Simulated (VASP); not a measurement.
A run of VASP 6.6.1 is set up as follows.

Contents of INCAR:

```
  ALGO = Normal
  EDIFF = 1E-7
  ENCUT = 520
  GGA = PS
  ISIF = 2
  ISMEAR = -1
  LASPH = T
  LCHARG = F
  LREAL = F
  LWAVE = F
  NBANDS = 7
  NELM = 80
  PREC = Accurate
  SIGMA = 0.1
```

The input KPOINTS:

```
k-points
0
Gamma
  20 20 20
```

POSCAR

```
Be
1.0
   -1.2632959480      1.2632959480      1.2632959480
    1.2632959480     -1.2632959480      1.2632959480
    1.2632959480      1.2632959480     -1.2632959480
Be
1
Direct
    0.0000000000      0.0000000000      0.0000000000
```

Potentials or basis: VASP PAW PBE potentials, release 64 (Be).

Run with:

```sh
$ cat potpaw_PBE.64/Be/POTCAR > POTCAR
$ mpirun -np 1 vasp_std > vasp.out
```

Task: Estimate the pressure.

Result: -4.3 GPa.

Task: Estimate the band gap on the k mesh.

Result: Zero (bands 1 and 2 overlap by 5.15 eV).

Caveat: the cell stands under tension; the PAW data sets were made with another functional, which shifts forces and pressure a little.
